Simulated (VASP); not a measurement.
# SiC (Moissanite) (P6_3mc) in VASP: a series of runs

The runs below take SiC (Moissanite) through single point, with PBEsol.

Everything below comes from runs of VASP 6.6.1. Logs are shortened: lines on timing, memory, paths and dates and some standing lists are left out, and cuts for length are marked.

### 1 The cell of the first run

It takes space group P6_3mc (No. 186, hexagonal). Conventional cell: a = 3.101 Å, b = 3.101 Å, c = 5.090 Å, α = 90.00°, β = 90.00°, γ = 120.00°. Within 2.5 Å of Si (site symmetry 3m) lie 4 C at 1.88 to 1.96 Å. Within 2.5 Å of C (site symmetry 3m) lie 4 Si at 1.88 to 1.96 Å.

### 2 Single point, PBEsol

INCAR

```
PREC = Accurate
ENCUT = 520
EDIFF = 1E-6
ISMEAR = 0
SIGMA = 0.01
LREAL = False
LASPH = True
NELM = 80
ALGO = Normal
ISIF = 2
LWAVE = False
LCHARG = False
GGA = PS
NBANDS = 16
```

KPOINTS

```
Automatic mesh
0
Gamma
  12 12 4
```

POSCAR

```
SiC
1.0
    3.1014226405      0.0000000000      0.0000000000
   -1.5507113202      2.6859106513      0.0000000000
    0.0000000000      0.0000000000      5.0897209003
Si C
2 2
Direct
    0.3333333333      0.6666666667      0.0000000000
    0.6666666667      0.3333333333      0.5000000000
    0.3333333333      0.6666666667      0.3850000000
    0.6666666667      0.3333333333      0.8850000000
```

Potentials or basis: VASP PAW PBE potentials, release 64 (Si, C).

Command:

```sh
$ cat potpaw_PBE.64/Si/POTCAR potpaw_PBE.64/C/POTCAR > POTCAR
$ mpirun -np 1 vasp_std > vasp.out
```

OUTCAR:

```text
PREC = Accurate
   ENCUT = 520
   EDIFF = 1E-6
   ISMEAR = 0
   LREAL = False
   LASPH = True
   NELM = 80
   ISIF = 2
   GGA = PS

 ion  position               nearest neighbor table
   1  0.333  0.667  0.000-   4 1.88   4 1.88   4 1.88   3 1.96   2 3.11   2 3.11   2 3.11   2 3.11
                             2 3.11   2 3.11
   2  0.667  0.333  0.500-   3 1.88   3 1.88   3 1.88   4 1.96   1 3.11   1 3.11   1 3.11   1 3.11
                             1 3.11   1 3.11
   3  0.333  0.667  0.385-   2 1.88   2 1.88   2 1.88   1 1.96
   4  0.667  0.333  0.885-   1 1.88   1 1.88   1 1.88   2 1.96

  LATTYP: Found a hexagonal cell.
 ALAT       =     3.1014226405
 C/A-ratio  =     1.6410923277

  Lattice vectors:

 A1 = (   3.1014226405,   0.0000000000,   0.0000000000)
 A2 = (  -1.5507113202,   2.6859106513,   0.0000000000)
 A3 = (   0.0000000000,   0.0000000000,   5.0897209003)

Analysis of symmetry for initial positions (statically):
=====================================================================
 Subroutine PRICEL returns:
 Original cell was already a primitive cell.

 Routine SETGRP: Setting up the symmetry group for a
 hexagonal supercell.

 Subroutine GETGRP returns: Found 12 space group operations
 (whereof  6 operations were pure point group operations)
 out of a pool of 24 trial point group operations.

The static configuration has the point symmetry C_3v.
 The point group associated with its full space group is C_6v.

Analysis of symmetry for dynamics (positions and initial velocities):
=====================================================================
 Subroutine PRICEL returns:
 Original cell was already a primitive cell.

 Routine SETGRP: Setting up the symmetry group for a
 hexagonal supercell.

 Subroutine GETGRP returns: Found 12 space group operations
 (whereof  6 operations were pure point group operations)
 out of a pool of 24 trial point group operations.

The dynamic configuration has the point symmetry C_3v.
 The point group associated with its full space group is C_6v.

 Subroutine INISYM returns: Found 12 space group operations
 (whereof  6 operations are pure point group operations),
 and found     1 'primitive' translations

----------------------------------------------------------------------------------------

                                     Primitive cell

  volume of cell :      42.3981

  direct lattice vectors                    reciprocal lattice vectors
     3.101422641  0.000000000  0.000000000     0.322432676  0.186156602  0.000000000
    -1.550711320  2.685910651  0.000000000     0.000000000  0.372313204  0.000000000
     0.000000000  0.000000000  5.089720900     0.000000000  0.000000000  0.196474427

  length of vectors
     3.101422641  3.101422516  5.089720900     0.372313189  0.372313204  0.196474427

  position of ions in fractional coordinates (direct lattice)
     0.333333333  0.666666667  0.000000000
     0.666666667  0.333333333  0.500000000
     0.333333333  0.666666667  0.385000000
     0.666666667  0.333333333  0.885000000

  ion indices of the primitive-cell ions
   primitive index   ion index
                 1           1
                 2           2
                 3           3
                 4           4

----------------------------------------------------------------------------------------

 KPOINTS: Automatic mesh

Automatic generation of k-mesh.
 Grid dimensions read from file:
 generate k-points for:   12   12    4

 Generating k-lattice:

  Cartesian coordinates                     Fractional coordinates (reciprocal lattice)
     0.026869390  0.015513050  0.000000000     0.083333333  0.000000000  0.000000000
     0.000000000  0.031026100  0.000000000     0.000000000  0.083333333  0.000000000
     0.000000000  0.000000000  0.049118607     0.000000000  0.000000000  0.250000000

  Length of vectors
     0.031026099  0.031026100  0.049118607

  Shift w.r.t. Gamma in fractional coordinates (k-lattice)
     0.000000000  0.000000000  0.000000000

 Subroutine IBZKPT returns following result:
 ===========================================

 Found     57 irreducible k-points:

 Following reciprocal coordinates:
            Coordinates               Weight
  0.000000  0.000000  0.000000      1.000000
  0.083333  0.000000  0.000000      6.000000
  0.166667  0.000000  0.000000      6.000000
  0.250000  0.000000  0.000000      6.000000
  0.333333  0.000000  0.000000      6.000000
  0.416667  0.000000  0.000000      6.000000
[... 16 lines left out ...]
  0.250000  0.000000  0.250000     12.000000
  0.333333  0.000000  0.250000     12.000000
 [... further k-points ...]
   k-points           NKPTS =     57   k-points in BZ     NKDIM =     57   number of bands    NBANDS=     16
   number of dos      NEDOS =    301   number of ions     NIONS =      4
   total plane-waves  NPLWV =  23040
   dimension x,y,z NGX =    24 NGY =   24 NGZ =   40
   dimension x,y,z NGXF=    48 NGYF=   48 NGZF=   80
   ions per type =               2   2
   NGX,Y,Z   is equivalent  to a cutoff of  12.86, 12.86, 13.07 a.u.
   NGXF,Y,Z  is equivalent  to a cutoff of  25.73, 25.73, 26.13 a.u.
 SYSTEM =  unknown system
   PREC   = accura    normal or accurate (medium, high low for compatibility)
   ISTART =      0    job   : 0-new  1-cont  2-samecut
   ICHARG =      2    charge: 1-file 2-atom 10-const
   ISPIN  =      1    spin polarized calculation?
   LNONCOLLINEAR =      F non collinear calculations
   LSORBIT =      F    spin-orbit coupling
   LASPH  =      T    aspherical Exc in radial PAW
   ENCUT  =  520.0 eV  38.22 Ry    6.18 a.u.   5.77  5.77  9.46*2*pi/ulx,y,z
   NELM   =     80;   NELMIN=  2; NELMDL= -5     # of ELM steps
   EDIFF  = 0.1E-05   stopping-criterion for ELM
   LREAL  =      F    real-space projection
   EDIFFG = 0.1E-04   stopping-criterion for IOM
   NSW    =      0    number of steps for IOM
   IBRION =     -1    ionic relax: 0-MD 1-quasi-New 2-CG
   NFREE  =      0    steps in history (QN), initial steepest desc. (CG)
   ISIF   =      2    stress and relaxation
   ISYM   =      2    0-nonsym 1-usesym 2-fastsym
   POTIM  = 0.5000    time-step for ionic-motion
   TEBEG  =    0.0;   TEEND  =   0.0 temperature during run
   PSTRESS=    0.0 pullay stress
   NELECT =      16.0000    total number of electrons
   NUPDOWN=      -1.0000    fix difference up-down
   EMIN   =  10.00;   EMAX   =-10.00  energy-range for DOS
   EFERMI =   0.00;   METHOD = LEGACY
   ISMEAR =     0;   SIGMA  =   0.01  broadening in eV -4-tet -1-fermi 0-gaus
   EFERMI_NEDOS =   21; number of points for ismear=-14 and -15
   IALGO  =     38    algorithm
   IMIX   =      4    mixing-type and parameters
     AMIX     =   0.40;   BMIX     =  1.00
     AMIX_MAG =   1.60;   BMIX_MAG =  1.00
  volume/ion in A,a.u.               =      10.60        71.53
  Fermi-wavevector in a.u.,A,eV,Ry     =   1.183040  2.235621 19.042483  1.399583
  Thomas-Fermi vector in A             =   2.319282
   LORBIT       =      0    0 simple, 1 ext, 2 COOP (PROOUT), +10 PAW based schemes
   GGA     = PS    functional components
   LHFCALC =     F    Hartree Fock is set to
   AEXX    =    0.0000 exact exchange contribution
   IVDW    =     0    specifies the selected vdW correction
   LEPSILON=     F    determine dielectric tensor
   LRPA    =     F    only Hartree local field effects (RPA)
 non-spin polarized calculation
 Gauss-broadening in eV      SIGMA  =   0.01
  energy-cutoff  :      520.00
  volume of cell :       42.40
 maximum number of plane-waves:      1170
 NGX is ok and might be reduce to    24
   NGX = 11   NGY = 11   NGZ = 19

 number of electron      16.0000001 magnetization

 Free energy of the ion-electron system (eV)
  ---------------------------------------------------
  ext. energy  EPLUGINS =         0.00000000
  ---------------------------------------------------
  free energy    TOTEN  =       -31.77366377 eV

  energy without entropy =      -31.77366377  energy(sigma->0) =      -31.77366377

 E-fermi :   8.2119     XC(G=0): -11.3918

 val. band max:        8.0777120500   @ k =   0.0000   0.0000   0.0000
 cond. band min:      10.2832431897   @ k =   0.3333   0.3333   0.0000
 fundamental gap:      2.2055311396
 Fermi energy:         8.2119082127

 k-point     1 :       0.0000    0.0000    0.0000
  band No.  band energies     occupation
      1      -7.4685      2.00000
      2      -4.0224      2.00000
      3      -0.5339      2.00000
      4       6.5325      2.00000
      5       6.5325      2.00000
      6       7.8052      2.00000
[... 8 lines left out ...]
     15      16.5521      0.00000
     16      19.1032      0.00000

 k-point     2 :       0.0833    0.0000    0.0000
  band No.  band energies     occupation
      1      -7.3497      2.00000
      2      -3.9199      2.00000
      3      -0.4237      2.00000
      4       5.8538      2.00000
      5       6.3265      2.00000
      6       7.3498      2.00000
[... 8 lines left out ...]
     15      16.8631      0.00000
     16      18.1931      0.00000

 k-point     3 :       0.1667    0.0000    0.0000
  band No.  band energies     occupation
      1      -6.9962      2.00000
      2      -3.6209      2.00000
      3      -0.1024      2.00000
      4       4.3820      2.00000
      5       5.8591      2.00000
      6       6.2385      2.00000
[... 8 lines left out ...]
     15      17.1901      0.00000
     16      17.5680      0.00000

 k-point     4 :       0.2500    0.0000    0.0000
  band No.  band energies     occupation
      1      -6.4189      2.00000
      2      -3.1595      2.00000
      3       0.3790      2.00000
      4       2.7820      2.00000
      5       4.8646      2.00000
      6       5.3507      2.00000
[... 8 lines left out ...]
     15      17.6249      0.00000
     16      18.4380      0.00000
[... 324 lines left out ...]
 k-point    22 :       0.1667    0.0000    0.2500
  band No.  band energies     occupation
      1      -6.7009      2.00000
      2      -4.5505      2.00000
      3       1.2649      2.00000
      4       4.6499      2.00000
      5       5.5500      2.00000
      6       6.0538      2.00000
[... 8 lines left out ...]
     15      17.1662      0.00000
     16      18.2957      0.00000

 k-point    23 :       0.2500    0.0000    0.2500
  band No.  band energies     occupation
      1      -6.1284      2.00000
      2      -4.0344      2.00000
      3       1.4731      2.00000
      4       3.2692      2.00000
      5       4.1752      2.00000
      6       5.5605      2.00000
[... 8 lines left out ...]
     15      18.2625      0.00000
     16      18.5781      0.00000

 k-point    24 :       0.3333    0.0000    0.2500
  band No.  band energies     occupation
      1      -5.3633      2.00000
      2      -3.3925      2.00000
      3       0.8139      2.00000
      4       2.6402      2.00000
      5       3.0857      2.00000
      6       5.1488      2.00000
[... 8 lines left out ...]
     15      19.1006      0.00000
     16      19.4377      0.00000

 [... further k-points ...]
[... 5 lines left out ...]
  --------------------------------------------------------------------------------------
  -------------------------------------------------------------------------------------
  Total       -0.8801041     -0.8801041     -1.9372962     -0.0000000      0.0000000      0.0000000
  in kB      -33.2581561    -33.2581525    -73.2082687     -0.0000000      0.0000000      0.0000000
  external PRESSURE =     -46.5748591 kB  Pullay stress =       0.0000000 kB

 VOLUME and BASIS-vectors are now :
 -----------------------------------------------------------------------------
  energy-cutoff  :      520.00
  volume of cell :       42.40
      direct lattice vectors                 reciprocal lattice vectors
     3.101422641  0.000000000  0.000000000     0.322432676  0.186156602  0.000000000
    -1.550711320  2.685910651  0.000000000     0.000000000  0.372313204  0.000000000
     0.000000000  0.000000000  5.089720900     0.000000000  0.000000000  0.196474427

 POSITION                                       TOTAL-FORCE (eV/Angst)
 -----------------------------------------------------------------------------------
     -0.00000      1.79061      0.00000         0.000000     -0.000000      0.711938
      1.55071      0.89530      2.54486        -0.000000     -0.000000      0.711938
     -0.00000      1.79061      1.95954         0.000000     -0.000000     -0.711938
      1.55071      0.89530      4.50440        -0.000000      0.000000     -0.711938
 -----------------------------------------------------------------------------------
    total drift:                               -0.000000      0.000000      0.000216

  FREE ENERGIE OF THE ION-ELECTRON SYSTEM (eV)
  ---------------------------------------------------
  free  energy   TOTEN  =       -31.7736637705 eV

  energy  without entropy=      -31.7736637705  energy(sigma->0) =      -31.77366377
```

Run time: 16 s. Hardware: 1 thread of AMD EPYC 9R45 (Zen 5), shared host; peak memory 0.14 GiB.

What came out:

| Item | Value |
| --- | --- |
| Free energy | -31.7737 eV |
| Pressure | -4.7 GPa |
| Largest force | 0.712 eV/Å |
| Band gap on the k mesh | 2.21 eV, indirect (least direct gap 3.91 eV) |

Forces in eV/Å, atoms in the order of the input:
```
Si   0.000  0.000  0.712
Si   0.000  0.000  0.712
C    0.000  0.000 -0.712
C    0.000  0.000 -0.712
```

Levels at points of the mesh, in eV from the valence-band top:
```csv
k point,band 5,band 6,band 7,band 8,band 9,band 10,band 11,band 12
"(0.00, 0.00, 0.00)",-1.55,-0.27,-0.27,0.00,4.36,5.72,6.29,6.29
"(0.50, 0.00, 0.00)",-5.38,-3.51,-3.24,-1.48,2.43,4.07,6.47,7.03
"(0.00, 0.00, 0.50)",-0.96,-0.96,-0.96,-0.96,5.43,5.43,6.97,6.97
"(0.50, 0.00, 0.50)",-2.67,-2.67,-2.33,-2.33,3.00,3.00,4.79,4.79
```

Caveat: the PAW data sets were made with another functional, which shifts forces and pressure a little. PBEsol gaps usually lie below the measured ones, often by a third to a half.

(Continued in part 2 of 3.)
